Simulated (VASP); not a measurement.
Wanted: the native input for a VASP 6.6.1 run.

```
Task                   : single point
Functional             : LDA
Potentials or basis    : VASP PAW LDA potentials, release 64 (S)
Cutoff                 : 500 eV
k mesh                 : 20 × 20 × 20
Occupations            : fermi-dirac, width 0.08 eV
Spin                   : no spin polarisation
Dipole correction      : no
Further INCAR settings : ALGO = Normal; EDIFF = 1e-06; NBANDS = 9
```

The structure of S lies in POSCAR:

```
S
1.0
    0.0000000000      1.4336289688      1.4336289688
    1.4336289688      0.0000000000      1.4336289688
    1.4336289688      1.4336289688      0.0000000000
S
1
Direct
    0.0000000000      0.0000000000      0.0000000000
```

This isn't the form of S at room conditions, which is orthorhombic, of S8 rings.

The input as run:

INCAR

```
ALGO     = Normal         # electronic algorithm
EDIFF    = 1E-6           # SCF threshold, eV
ENCUT    = 500            # plane-wave cutoff, eV
GGA      = CA             # functional
GGA_COMPAT= False        
ISIF     = 2              # what is computed and relaxed
ISMEAR   = -1             # smearing method
LASPH    = True           # aspherical terms in the spheres
LCHARG   = True           # write CHGCAR
LELF     = True           # ELF
LREAL    = False          # projectors in reciprocal space
LVHAR    = True         
LWAVE    = False          # write WAVECAR
NBANDS   = 9              # bands
NELM     = 120            # most SCF steps
PREC     = Accurate       # precision mode
SIGMA    = 0.08           # smearing width, eV
```

KPOINTS

```
k-points
0
Gamma
  20 20 20
```

Potentials or basis: VASP PAW LDA potentials, release 64 (S).

Launch:

```bash
$ cat potpaw_LDA.64/S/POTCAR > POTCAR
$ mpirun -np 1 vasp_std > vasp.out
```

Results of the run:

```
Pressure               : 517.8 GPa
Band gap on the k mesh : zero (bands 3 and 4 overlap by 21.46 eV)
```

Caveat: the cell stands under pressure.

Run time: 3.8 s on 1 thread of Intel(R) Xeon(R) 6975P-C (Granite Rapids), with other jobs on the host, peak memory 0.11 GiB.
